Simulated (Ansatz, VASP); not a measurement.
## SrO in VASP and in Ansatz

```xyz
2
Lattice="0.0000 2.5698 2.5698 2.5698 0.0000 2.5698 2.5698 2.5698 0.0000" Properties=species:S:1:pos:R:3 pbc="T T T"
Sr    0.0000    0.0000   -0.1875
O     2.5698    2.5698    2.5698
```

Change from the starting cell: all Sr atoms moved +0.188 Å, as atom 1 towards its neighbour atom 2 (O) at 2.570 Å.

Alike in both runs: task single point; functional PBE; k mesh 8 × 8 × 8; occupations gaussian, width 0.05 eV; no spin polarisation.

```csv
,VASP,Ansatz
version,VASP 6.6.1,Ansatz 0.2.0
potentials or method,"VASP PAW PBE potentials, release 64 (Sr_sv, O), cutoff 520 eV","scalar-relativistic, plane waves, PAW"
valence electrons in the cell,16,16
```

```csv
,VASP,Ansatz,Ansatz less VASP
gap on the k mesh at the Fermi level (eV),3.35,3.40,+0.047
least direct gap on the mesh (eV),3.38,3.42,+0.037
pressure (GPa),4.5,3.9,-0.63
"traceless stress, the component that is largest in VASP (GPa)",2.78,2.62,-0.160
rms of the force components (eV/Å),0.320,0.300,-0.0195
```

Atom by atom the forces differ by 0.019 eV/Å (rms over components). With one functional, cell and mesh, what is left measures potentials, basis and numerics.
